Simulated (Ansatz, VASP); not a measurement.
Al in VASP and in Ansatz

File POSCAR:

```
Al
1.0
   -1.6707796245      1.6707796245      1.5514382228
    1.6707796245     -1.6707796245      1.5514382228
    1.6707796245      1.6707796245     -1.5514382228
Al
1
Direct
    0.0000000000      0.0000000000      0.0000000000
```

File INCAR.step1:

```
PREC = Accurate
ENCUT = 520
ISMEAR = 0
SIGMA = 0.15
LREAL = F
LASPH = T
NELM = 100
NBANDS = 8
GGA = PE
ALGO = Normal
EDIFF = 1E-4
LWAVE = T
LCHARG = F
```

Contents of INCAR.step2:

```
PREC = Accurate
ENCUT = 520
EDIFF = 1E-6
ISMEAR = 0
SIGMA = 0.15
LREAL = F
LASPH = T
NELM = 100
ALGO = Normal
ISIF = 2
LWAVE = F
LCHARG = F
METAGGA = R2SCAN
LMIXTAU = T
NBANDS = 8
ISTART = 1
```

The input KPOINTS:

```
Automatic mesh
0
Gamma
  20 20 20
```

Input for Ansatz:

```yaml
crystal:
  lattice:
    - [-1.6707796245, 1.6707796245, 1.5514382228]
    - [1.6707796245, -1.6707796245, 1.5514382228]
    - [1.6707796245, 1.6707796245, -1.5514382228]
  atoms:
    - { symbol: Al, position: [0.0, 0.0, 0.0] }
basis:
  ecutwfc: 500
kpoints:
  mp_grid: { grid: [20, 20, 20] }
hamiltonian:
  xc: r2scan
scf:
  occupations: { method: gaussian, width: 0.15 }
output:
  forces: true
  stress: true
  eigenvalues: true
```

Change from the starting cell: strain +0.050 along x and y, -0.025 along z, atoms carried along.

Alike in both runs: task single point; functional r2SCAN; k mesh 20 × 20 × 20; occupations gaussian, width 0.15 eV; no spin polarisation.

|  | VASP | Ansatz |
| --- | --- | --- |
| version | VASP 6.6.1 | Ansatz 0.2.0 |
| potentials or method | VASP PAW PBE potentials, release 64 (Al), cutoff 520 eV | scalar-relativistic, plane waves, PAW |
| valence electrons in the cell | 3 | 3 |

VASP gave:

- gap on the k mesh at the Fermi level (eV): none
- pressure (GPa): -5.1
- traceless stress, the component that is largest in VASP (GPa): -1.22

Question: What did Ansatz give for the same quantities?

Answer: gap on the k mesh at the Fermi level (eV): none; pressure (GPa): -4.8; traceless stress, the component that is largest in VASP (GPa): -1.21.

VASP's potentials were made for PBE, not for r2SCAN. A gap of «none» marks a metal or a gap that the smearing closes.
